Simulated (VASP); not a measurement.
Set up this calculation in VASP 6.6.1, as the native input.

* Task: electric field gradients
* Functional: PBE
* Potentials or basis: VASP PAW PBE potentials, release 64 (Ti_sv)
* Cutoff: 520 eV
* k mesh: 15 × 15 × 15
* Occupations: fermi-dirac, width 0.05 eV
* Spin: no spin polarisation
* Dipole correction: no
* Further INCAR settings: ALGO = Normal; EDIFF = 1e-08; NBANDS = 12

The structure of Ti lies in POSCAR:

```
Ti
1.0
    0.0000000000      2.0300000000      2.0300000000
    2.0300000000      0.0000000000      2.0300000000
    2.0300000000      2.0300000000      0.0000000000
Ti
1
Direct
    0.0000000000      0.0000000000      0.0000000000
```

One way to write it, as run:

INCAR

```
ALGO     = Normal         # electronic algorithm
EDIFF    = 1E-8           # SCF threshold, eV
ENCUT    = 520            # plane-wave cutoff, eV
GGA      = PE             # functional
ISIF     = 2              # what is computed and relaxed
ISMEAR   = -1             # smearing method
LASPH    = True           # aspherical terms in the spheres
LCHARG   = False          # write CHGCAR
LEFG     = True         
LREAL    = False          # projectors in reciprocal space
LWAVE    = False          # write WAVECAR
NBANDS   = 12             # bands
NELM     = 80             # most SCF steps
PREC     = Accurate       # precision mode
SIGMA    = 0.05           # smearing width, eV
```

KPOINTS

```
k-points
0
Gamma
  15 15 15
```

Potentials or basis: VASP PAW PBE potentials, release 64 (Ti_sv).

Command:

```sh
$ cat potpaw_PBE.64/Ti_sv/POTCAR > POTCAR
$ mpirun -np 1 vasp_std > vasp.out
```

Results of the run:

The pressure is 4.2 GPa and the band gap on the k mesh is zero (band 6 reaches 9.52 eV, above the bottom of band 7 at 8.34 eV).

Caveat: without QUAD_EFG the Cq values of the log hold for a quadrupole moment of 1 mb, not for the nuclei.

It took 15 s on 1 thread of Intel Xeon 6975P-C (shared host), peak memory 0.15 GiB.
